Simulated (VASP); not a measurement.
# La (Im-3m) in VASP: notebook

La is run at these levels: PBE; tasks: single point.

Program: VASP 6.6.1. These are calculated values, not measurements. Logs are shortened: lines on timing, memory, paths and dates and some standing lists are left out, and cuts for length are marked.

**1. The cell of the first run**

It takes space group Im-3m (No. 229, cubic). Conventional cell: a = 4.312 Å, b = 4.312 Å, c = 4.312 Å, α = 90.00°, β = 90.00°, γ = 90.00°. Within 4.9 Å of La (site symmetry m-3m) lie 14 La at 3.73 to 4.31 Å.

**2. Single point, PBE**

Contents of INCAR:

```
SYSTEM = La
PREC     = Accurate       ! precision mode
ENCUT    = 520            ! plane-wave cutoff, eV
EDIFF    = 1E-6           ! SCF threshold, eV
ISMEAR   = -1             ! smearing method
SIGMA    = 0.06122561905347299 ! smearing width, eV
LREAL    = .False.        ! projectors in reciprocal space
LASPH    = .True.         ! aspherical terms in the spheres
NELM     = 80             ! most SCF steps
ALGO     = Normal         ! electronic algorithm
ISIF     = 2              ! what is computed and relaxed
LWAVE    = .False.        ! write WAVECAR
LCHARG   = .True.         ! write CHGCAR
GGA      = PE             ! functional
LELF     = .True.         ! ELF
LVHAR    = .True.       
NBANDS   = 12             ! bands
```

Contents of KPOINTS:

```
Automatic mesh
0
Gamma
  18 18 18
  0 0 0
```

Contents of POSCAR:

```
La
1.0
   -2.1558766609      2.1558766609      2.1558766609
    2.1558766609     -2.1558766609      2.1558766609
    2.1558766609      2.1558766609     -2.1558766609
La
1
Direct
    0.0000000000      0.0000000000      0.0000000000
```

Potentials or basis: VASP PAW PBE potentials, release 64 (La).

The run is started by

```bash
> cat potpaw_PBE.64/La/POTCAR > POTCAR
> mpirun -np 1 vasp_std > vasp.out
```

OUTCAR:

```text
SYSTEM = La
   PREC = Accurate
   ENCUT = 520
   EDIFF = 1E-6
   ISMEAR = -1
   LREAL = .False.
   LASPH = .True.
   NELM = 80
   ISIF = 2
   GGA = PE

 ion  position               nearest neighbor table
   1  0.000  0.000  0.000-

  LATTYP: Found a body centered cubic cell.
 ALAT       =     4.3117533218

  Lattice vectors:

 A1 = (  -2.1558766609,   2.1558766609,   2.1558766609)
 A2 = (   2.1558766609,  -2.1558766609,   2.1558766609)
 A3 = (   2.1558766609,   2.1558766609,  -2.1558766609)

Analysis of symmetry for initial positions (statically):
=====================================================================
 Subroutine PRICEL returns:
 Original cell was already a primitive cell.

 Routine SETGRP: Setting up the symmetry group for a
 body centered cubic supercell.

 Subroutine GETGRP returns: Found 48 space group operations
 (whereof 48 operations were pure point group operations)
 out of a pool of 48 trial point group operations.

The static configuration has the point symmetry O_h .

Analysis of symmetry for dynamics (positions and initial velocities):
=====================================================================
 Subroutine PRICEL returns:
 Original cell was already a primitive cell.

 Routine SETGRP: Setting up the symmetry group for a
 body centered cubic supercell.

 Subroutine GETGRP returns: Found 48 space group operations
 (whereof 48 operations were pure point group operations)
 out of a pool of 48 trial point group operations.

The dynamic configuration has the point symmetry O_h .

 Subroutine INISYM returns: Found 48 space group operations
 (whereof 48 operations are pure point group operations),
 and found     1 'primitive' translations

----------------------------------------------------------------------------------------

                                     Primitive cell

  volume of cell :      40.0804

  direct lattice vectors                    reciprocal lattice vectors
    -2.155876661  2.155876661  2.155876661     0.000000000  0.231924214  0.231924214
     2.155876661 -2.155876661  2.155876661     0.231924214  0.000000000  0.231924214
     2.155876661  2.155876661 -2.155876661     0.231924214  0.231924214  0.000000000

  length of vectors
     3.734087912  3.734087912  3.734087912     0.327990369  0.327990369  0.327990369

  position of ions in fractional coordinates (direct lattice)
     0.000000000  0.000000000  0.000000000

  ion indices of the primitive-cell ions
   primitive index   ion index
                 1           1

----------------------------------------------------------------------------------------

 KPOINTS: Automatic mesh

Automatic generation of k-mesh.
 Grid dimensions read from file:
 generate k-points for:   18   18   18

 Generating k-lattice:

  Cartesian coordinates                     Fractional coordinates (reciprocal lattice)
     0.000000000  0.012884679  0.012884679     0.055555556  0.000000000  0.000000000
     0.012884679  0.000000000  0.012884679     0.000000000  0.055555556  0.000000000
     0.012884679  0.012884679  0.000000000     0.000000000  0.000000000  0.055555556

  Length of vectors
     0.018221687  0.018221687  0.018221687

  Shift w.r.t. Gamma in fractional coordinates (k-lattice)
     0.000000000  0.000000000  0.000000000

 Subroutine IBZKPT returns following result:
 ===========================================

 Found    195 irreducible k-points:

 Following reciprocal coordinates:
            Coordinates               Weight
  0.000000  0.000000  0.000000      1.000000
  0.055556  0.000000  0.000000     12.000000
  0.111111  0.000000  0.000000     12.000000
  0.166667  0.000000  0.000000     12.000000
  0.222222  0.000000  0.000000     12.000000
  0.277778  0.000000  0.000000     12.000000
[... 16 lines left out ...]
  0.333333  0.111111  0.000000     48.000000
  0.388889  0.111111  0.000000     48.000000
 [... further k-points ...]
   k-points           NKPTS =    195   k-points in BZ     NKDIM =    195   number of bands    NBANDS=     12
   number of dos      NEDOS =    301   number of ions     NIONS =      1
   total plane-waves  NPLWV =  21952
   dimension x,y,z NGX =    28 NGY =   28 NGZ =   28
   dimension x,y,z NGXF=    56 NGYF=   56 NGZF=   56
   ions per type =               1
   NGX,Y,Z   is equivalent  to a cutoff of  12.47, 12.47, 12.47 a.u.
   NGXF,Y,Z  is equivalent  to a cutoff of  24.93, 24.93, 24.93 a.u.
 SYSTEM =  La
   PREC   = accura    normal or accurate (medium, high low for compatibility)
   ISTART =      0    job   : 0-new  1-cont  2-samecut
   ICHARG =      2    charge: 1-file 2-atom 10-const
   ISPIN  =      1    spin polarized calculation?
   LNONCOLLINEAR =      F non collinear calculations
   LSORBIT =      F    spin-orbit coupling
   LASPH  =      T    aspherical Exc in radial PAW
   ENCUT  =  520.0 eV  38.22 Ry    6.18 a.u.   6.94  6.94  6.94*2*pi/ulx,y,z
   NELM   =     80;   NELMIN=  2; NELMDL= -5     # of ELM steps
   EDIFF  = 0.1E-05   stopping-criterion for ELM
   LREAL  =      F    real-space projection
   EDIFFG = 0.1E-04   stopping-criterion for IOM
   NSW    =      0    number of steps for IOM
   IBRION =     -1    ionic relax: 0-MD 1-quasi-New 2-CG
   NFREE  =      0    steps in history (QN), initial steepest desc. (CG)
   ISIF   =      2    stress and relaxation
   ISYM   =      2    0-nonsym 1-usesym 2-fastsym
   POTIM  = 0.5000    time-step for ionic-motion
   TEBEG  =    0.0;   TEEND  =   0.0 temperature during run
   PSTRESS=    0.0 pullay stress
   NELECT =      11.0000    total number of electrons
   NUPDOWN=      -1.0000    fix difference up-down
   EMIN   =  10.00;   EMAX   =-10.00  energy-range for DOS
   EFERMI =   0.00;   METHOD = LEGACY
   ISMEAR =    -1;   SIGMA  =   0.06  broadening in eV -4-tet -1-fermi 0-gaus
   EFERMI_NEDOS =   21; number of points for ismear=-14 and -15
   IALGO  =     38    algorithm
   IMIX   =      4    mixing-type and parameters
     AMIX     =   0.40;   BMIX     =  1.00
     AMIX_MAG =   1.60;   BMIX_MAG =  1.00
  volume/ion in A,a.u.               =      40.08       270.48
  Fermi-wavevector in a.u.,A,eV,Ry     =   1.063886  2.010453 15.399805  1.131854
  Thomas-Fermi vector in A             =   2.199386
   LORBIT       =      0    0 simple, 1 ext, 2 COOP (PROOUT), +10 PAW based schemes
   GGA     = PE    functional components
   LHFCALC =     F    Hartree Fock is set to
   AEXX    =    0.0000 exact exchange contribution
   IVDW    =     0    specifies the selected vdW correction
   LEPSILON=     F    determine dielectric tensor
   LRPA    =     F    only Hartree local field effects (RPA)
 non-spin polarized calculation
  energy-cutoff  :      520.00
  volume of cell :       40.08
 maximum number of plane-waves:      1106
   NGX = 13   NGY = 13   NGZ = 13

 number of electron      10.9999999 magnetization

 Free energy of the ion-electron system (eV)
  ---------------------------------------------------
  ext. energy  EPLUGINS =         0.00000000
  ---------------------------------------------------
  free energy    TOTEN  =        -4.76568209 eV

  energy without entropy =       -4.72586963  energy(sigma->0) =       -4.74577586

 E-fermi :   7.1783     XC(G=0):  -9.2575

 val. band max:        7.1781419614   @ k =   0.2778   0.2778   0.0000
 cond. band min:       7.1812193279   @ k =   0.3889   0.2222  -0.0000
 fundamental gap:      0.0030773665
 Fermi energy:         7.1783313352

 k-point     1 :       0.0000    0.0000    0.0000
  band No.  band energies     occupation
      1     -25.8473      2.00000
      2      -8.9628      2.00000
      3      -8.9628      2.00000
      4      -8.9628      2.00000
      5       3.9458      2.00000
      6       8.5665      0.00000
      7       8.5665      0.00000
      8       8.5665      0.00000
      9       8.5753      0.00000
     10       8.5753      0.00000
     11       8.5753      0.00000
     12       9.1930      0.00000

 k-point     2 :       0.0556    0.0000    0.0000
  band No.  band energies     occupation
      1     -25.8428      2.00000
      2      -9.0000      2.00000
      3      -8.9738      2.00000
      4      -8.9632      2.00000
      5       4.0348      2.00000
      6       8.3759      0.00000
      7       8.3770      0.00000
      8       8.5637      0.00000
      9       8.6047      0.00000
     10       8.7272      0.00000
     11       8.7280      0.00000
     12       9.1916      0.00000

 k-point     3 :       0.1111    0.0000    0.0000
  band No.  band energies     occupation
      1     -25.8297      2.00000
      2      -9.1052      2.00000
      3      -9.0052      2.00000
      4      -8.9643      2.00000
      5       4.2887      2.00000
      6       8.1479      0.00000
      7       8.1538      0.00000
      8       8.5566      0.00000
      9       8.6699      0.00000
     10       8.8386      0.00000
     11       8.8455      0.00000
     12       9.1631      0.00000

 k-point     4 :       0.1667    0.0000    0.0000
  band No.  band energies     occupation
      1     -25.8096      2.00000
      2      -9.2618      2.00000
      3      -9.0528      2.00000
      4      -8.9660      2.00000
      5       4.6645      2.00000
      6       7.9125      0.00001
      7       7.9160      0.00001
      8       8.5485      0.00000
      9       8.7317      0.00000
     10       8.8944      0.00000
     11       8.9310      0.00000
     12       9.1401      0.00000

 k-point     5 :       0.2222    0.0000    0.0000
  band No.  band energies     occupation
      1     -25.7847      2.00000
      2      -9.4469      2.00000
      3      -9.1102      2.00000
      4      -8.9681      2.00000
      5       5.0801      2.00000
      6       7.6813      0.00054
      7       7.7416      0.00020
      8       8.5435      0.00000
      9       8.7754      0.00000
     10       8.9114      0.00000
     11       8.9910      0.00000
     12       9.1253      0.00000
[... 228 lines left out ...]
      1     -25.7498      2.00000
      2      -9.6598      2.00000
      3      -9.1843      2.00000
      4      -9.0147      2.00000
      5       5.6353      2.00000
      6       7.3908      0.06034
      7       7.6136      0.00163
      8       8.5754      0.00000
      9       8.8278      0.00000
     10       8.9176      0.00000
     11       9.0024      0.00000
     12       9.1459      0.00000

 k-point    22 :       0.2778    0.1111    0.0000
  band No.  band energies     occupation
      1     -25.7260      2.00000
      2      -9.8053      2.00000
      3      -9.2517      2.00000
      4      -9.0190      2.00000
      5       5.7881      2.00000
      6       7.2672      0.37972
      7       7.7918      0.00009
      8       8.5984      0.00000
      9       8.8375      0.00000
     10       8.9267      0.00000
     11       9.0346      0.00000
     12       9.1499      0.00000

 k-point    23 :       0.3333    0.1111    0.0000
  band No.  band energies     occupation
      1     -25.7065      2.00000
      2      -9.9206      2.00000
      3      -9.3068      2.00000
      4      -9.0222      2.00000
      5       5.7817      2.00000
      6       7.1678      1.08541
      7       8.1162      0.00000
      8       8.6147      0.00000
      9       8.8381      0.00000
     10       8.9645      0.00000
     11       9.0627      0.00000
     12       9.1531      0.00000

 k-point    24 :       0.3889    0.1111    0.0000
  band No.  band energies     occupation
      1     -25.6937      2.00000
      2      -9.9944      2.00000
      3      -9.3426      2.00000
      4      -9.0241      2.00000
      5       5.7336      2.00000
      6       7.1045      1.53938
      7       8.3759      0.00000
      8       8.6069      0.00000
      9       8.8407      0.00000
     10       9.0169      0.00000
     11       9.0833      0.00000
     12       9.1531      0.00000

 [... further k-points ...]
[... 5 lines left out ...]
  --------------------------------------------------------------------------------------
  -------------------------------------------------------------------------------------
  Total       -0.3487527     -0.3487527     -0.3487527      0.0000000     -0.0000000      0.0000000
  in kB      -13.9410792    -13.9410792    -13.9410792      0.0000000     -0.0000000      0.0000000
  external PRESSURE =     -13.9410792 kB  Pullay stress =       0.0000000 kB

 VOLUME and BASIS-vectors are now :
 -----------------------------------------------------------------------------
  energy-cutoff  :      520.00
  volume of cell :       40.08
      direct lattice vectors                 reciprocal lattice vectors
    -2.155876661  2.155876661  2.155876661     0.000000000  0.231924214  0.231924214
     2.155876661 -2.155876661  2.155876661     0.231924214  0.000000000  0.231924214
     2.155876661  2.155876661 -2.155876661     0.231924214  0.231924214  0.000000000

 POSITION                                       TOTAL-FORCE (eV/Angst)
 -----------------------------------------------------------------------------------
      0.00000      0.00000      0.00000        -0.000000      0.000000      0.000000
 -----------------------------------------------------------------------------------
    total drift:                               -0.000000      0.000000      0.000000

  FREE ENERGIE OF THE ION-ELECTRON SYSTEM (eV)
  ---------------------------------------------------
  free  energy   TOTEN  =        -4.7656820891 eV

  energy  without entropy=       -4.7258696286  energy(sigma->0) =       -4.74577586
```

Run time: 3.2 min. Hardware: 1 thread of Intel Xeon Platinum 8375C at 2.90GHz (Ice Lake), shared host; peak memory 0.25 GiB.

Results:

* Free energy: -4.7657 eV
* Pressure: -1.4 GPa

Levels at points of the mesh, in eV from the Fermi level:
| k point | band 2 | band 3 | band 4 | band 5 | band 6 | band 7 | band 8 | band 9 | band 10 | band 11 |
| --- | --- | --- | --- | --- | --- | --- | --- | --- | --- | --- |
| (0.00, 0.00, 0.00) | -16.14 | -16.14 | -16.14 | -3.23 | 1.39 | 1.39 | 1.39 | 1.40 | 1.40 | 1.40 |
| (0.50, 0.00, 0.00) | -17.24 | -16.49 | -16.15 | -1.71 | -0.14 | 1.39 | 1.41 | 1.67 | 1.89 | 1.91 |
| (0.50, 0.50, 0.50) | -16.89 | -16.89 | -16.89 | -1.69 | -1.69 | 1.50 | 1.63 | 1.63 | 1.63 | 2.07 |

Caveat: spin-orbit coupling is left out, which moves the levels of the heavy elements.

**3. Single point, PBE**

Contents of INCAR:

```
PREC     = Accurate       # precision mode
ENCUT    = 520            # plane-wave cutoff, eV
EDIFF    = 1E-6           # SCF threshold, eV
ISMEAR   = -1             # smearing method
SIGMA    = 0.06122561905347299 # smearing width, eV
LREAL    = F              # projectors in reciprocal space
LASPH    = T              # aspherical terms in the spheres
NELM     = 60             # most SCF steps
ALGO     = Normal         # electronic algorithm
ISIF     = 2              # what is computed and relaxed
LWAVE    = F              # write WAVECAR
LCHARG   = F              # write CHGCAR
GGA      = PE             # functional
NBANDS   = 12             # bands
```

Contents of KPOINTS:

```
regular mesh
0
Gamma
  18 18 18
```

POSCAR is that of step 2.

Potentials or basis: VASP PAW PBE potentials, release 64 (La).

The run is started by

```bash
> cat potpaw_PBE.64/La/POTCAR > POTCAR
> mpirun -np 1 vasp_std > vasp.out
```

OUTCAR:

```text
PREC = Accurate
   ENCUT = 520
   EDIFF = 1E-6
   ISMEAR = -1
   LREAL = F
   LASPH = T
   NELM = 60
   ISIF = 2
   GGA = PE

 ion  position               nearest neighbor table
   1  0.000  0.000  0.000-

  LATTYP: Found a body centered cubic cell.
 ALAT       =     4.3117533218

  Lattice vectors:

 A1 = (  -2.1558766609,   2.1558766609,   2.1558766609)
 A2 = (   2.1558766609,  -2.1558766609,   2.1558766609)
 A3 = (   2.1558766609,   2.1558766609,  -2.1558766609)

Analysis of symmetry for initial positions (statically):
=====================================================================
 Subroutine PRICEL returns:
 Original cell was already a primitive cell.

 Routine SETGRP: Setting up the symmetry group for a
 body centered cubic supercell.

 Subroutine GETGRP returns: Found 48 space group operations
 (whereof 48 operations were pure point group operations)
 out of a pool of 48 trial point group operations.

The static configuration has the point symmetry O_h .

Analysis of symmetry for dynamics (positions and initial velocities):
=====================================================================
 Subroutine PRICEL returns:
[... 159 lines left out ...]
 Fermi energy:         7.1783313352

 k-point     1 :       0.0000    0.0000    0.0000
  band No.  band energies     occupation
      1     -25.8473      2.00000
      2      -8.9628      2.00000
      3      -8.9628      2.00000
      4      -8.9628      2.00000
      5       3.9458      2.00000
      6       8.5665      0.00000
      7       8.5665      0.00000
      8       8.5665      0.00000
      9       8.5753      0.00000
     10       8.5753      0.00000
     11       8.5753      0.00000
     12       9.1930      0.00000
[... 331 lines left out ...]
 k-point    24 :       0.3889    0.1111    0.0000
  band No.  band energies     occupation
      1     -25.6937      2.00000
      2      -9.9944      2.00000
      3      -9.3426      2.00000
      4      -9.0241      2.00000
      5       5.7336      2.00000
      6       7.1045      1.53938
      7       8.3759      0.00000
      8       8.6069      0.00000
      9       8.8407      0.00000
     10       9.0169      0.00000
     11       9.0833      0.00000
     12       9.1531      0.00000

 [... further k-points ...]
[... 5 lines left out ...]
  --------------------------------------------------------------------------------------
  -------------------------------------------------------------------------------------
  Total       -0.3487527     -0.3487527     -0.3487527      0.0000000     -0.0000000      0.0000000
  in kB      -13.9410792    -13.9410792    -13.9410792      0.0000000     -0.0000000      0.0000000
  external PRESSURE =     -13.9410792 kB  Pullay stress =       0.0000000 kB

 VOLUME and BASIS-vectors are now :
 -----------------------------------------------------------------------------
  energy-cutoff  :      520.00
  volume of cell :       40.08
      direct lattice vectors                 reciprocal lattice vectors
    -2.155876661  2.155876661  2.155876661     0.000000000  0.231924214  0.231924214
     2.155876661 -2.155876661  2.155876661     0.231924214  0.000000000  0.231924214
     2.155876661  2.155876661 -2.155876661     0.231924214  0.231924214  0.000000000

 POSITION                                       TOTAL-FORCE (eV/Angst)
 -----------------------------------------------------------------------------------
      0.00000      0.00000      0.00000        -0.000000      0.000000      0.000000
 -----------------------------------------------------------------------------------
    total drift:                               -0.000000      0.000000      0.000000

  FREE ENERGIE OF THE ION-ELECTRON SYSTEM (eV)
  ---------------------------------------------------
  free  energy   TOTEN  =        -4.7656820891 eV

  energy  without entropy=       -4.7258696286  energy(sigma->0) =       -4.74577586
```

Wall time 3.2 min (1 thread of Intel Xeon Platinum 8375C at 2.90GHz (Ice Lake), shared host); peak memory 0.25 GiB.

What came out:

| Quantity | Value |
| --- | --- |
| Free energy | -4.7657 eV |
| Pressure | -1.4 GPa |

Levels at points of the mesh, in eV from the Fermi level:
```tsv
k point	band 3	band 4	band 5	band 6	band 7	band 8	band 9	band 10
(0.00, 0.00, 0.00)	-16.14	-16.14	-3.23	1.39	1.39	1.39	1.40	1.40
(0.50, 0.00, 0.00)	-16.49	-16.15	-1.71	-0.14	1.39	1.41	1.67	1.89
(0.50, 0.50, 0.50)	-16.89	-16.89	-1.69	-1.69	1.50	1.63	1.63	1.63
```

Caveat: spin-orbit coupling is left out, which moves the levels of the heavy elements.
